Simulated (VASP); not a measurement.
## Al2Cu: relaxation of cell and atoms with PBE

Al2Cu:

```
Al Cu
1.0
     0.00000    2.04044    5.68843
     1.89614    0.00000    5.68843
     1.89614    2.04044    0.00000
Al Cu
2 1
Direct
  0.66667 0.66667 0.33333
  0.33333 0.33333 0.66667
  0.00000 0.00000 0.00000
```

- Program: VASP 6.6.1
- Task: relaxation of cell and atoms
- Functional: PBE
- Potentials or basis: VASP PAW PBE potentials, release 64 (Al, Cu)
- Cutoff: 600 eV
- k mesh: 6 × 6 × 6
- Occupations: gaussian, width 0.1 eV
- Spin: no spin polarisation
- Dipole correction: no
- Further INCAR settings: ALGO = Normal; EDIFF = 1e-06; IBRION = 2; EDIFFG = -0.04; NSW = 90; ISIF = 3

```
Relaxed volume                        : 14.68 Å³/atom
Relaxed cell                          : a = 6.055 Å, b = 6.054 Å, c = 2.773 Å, α = 76.78°, β = 76.75°, γ = 26.47°
Space group after relaxing (to 0.1 Å) : I4/mmm (No. 139)
Energy gained by relaxing             : 41.2 meV/atom
Ionic steps                           : 12
Pressure after relaxing               : -0.1 GPa
Largest force after relaxing          : 0.011 eV/Å
Band gap on the k mesh                : zero (an odd number of electrons rules out a gap without spin polarisation)
```

Forces in eV/Å, atoms in the order of the input:
```
Al   0.000  0.000 -0.011
Al   0.000  0.000  0.011
Cu   0.000  0.000  0.000
```

Stress tensor (GPa, compression positive):
```
 0.02  0.00  0.00
 0.00 -0.24  0.00
 0.00  0.00  0.03
```

The path:
```csv
step,energy change (eV),largest force (eV/Å),pressure (GPa),volume (Å³)
1,0.0000,0.9209,0.20,44.02
2,-0.0884,0.3825,-0.18,44.12
3,-0.1016,0.2579,-0.37,44.15
4,-0.1107,0.0072,-0.36,44.20
5,-0.1121,0.1161,-0.40,44.18
6,-0.1125,0.0767,-0.36,44.19
7,-0.1229,0.0320,0.23,43.94
8,-0.1229,0.0317,0.48,43.94
9,-0.1230,0.0268,-0.55,44.25
10,-0.1232,0.0295,-0.19,44.08
11,-0.1232,0.0291,-0.25,44.10
12,-0.1235,0.0107,-0.06,44.03
```

Final structure:
```
Al Cu
1.0
     0.00000    1.96165    5.72835
     1.95934    0.00000    5.72835
     1.95934    1.96165    0.00000
Al Cu
2 1
Direct
  0.65767 0.65767 0.34233
  0.34233 0.34233 0.65767
  0.00000 0.00000 0.00000
```

Levels at points of the mesh, in eV from the Fermi level:
```tsv
k point	band 5	band 6	band 7	band 8	band 9	band 10	band 11	band 12
(0.00, 0.00, 0.00)	-3.34	-3.20	-3.20	-2.82	6.42	6.99	8.01	8.17
(0.50, 0.00, 0.00)	-3.72	-3.27	-3.10	-2.77	-1.30	0.73	2.28	7.36
(0.50, 0.50, 0.00)	-3.20	-3.19	-2.82	-1.50	1.22	7.01	7.15	7.16
(0.50, 0.00, 0.50)	-2.47	-2.09	-0.63	-0.55	0.20	0.33	2.76	2.86
(0.00, 0.50, 0.50)	-2.47	-2.07	-0.65	-0.57	0.18	0.35	2.74	2.88
```

It took 3.8 min on 1 thread of AMD EPYC 7R13 Processor (Zen 3), on a shared host, peak memory 0.21 GiB.

Caveat: the k points lie up to 0.39 Å⁻¹ apart in the final cell, too coarse for converged energies and pressures of a metal.
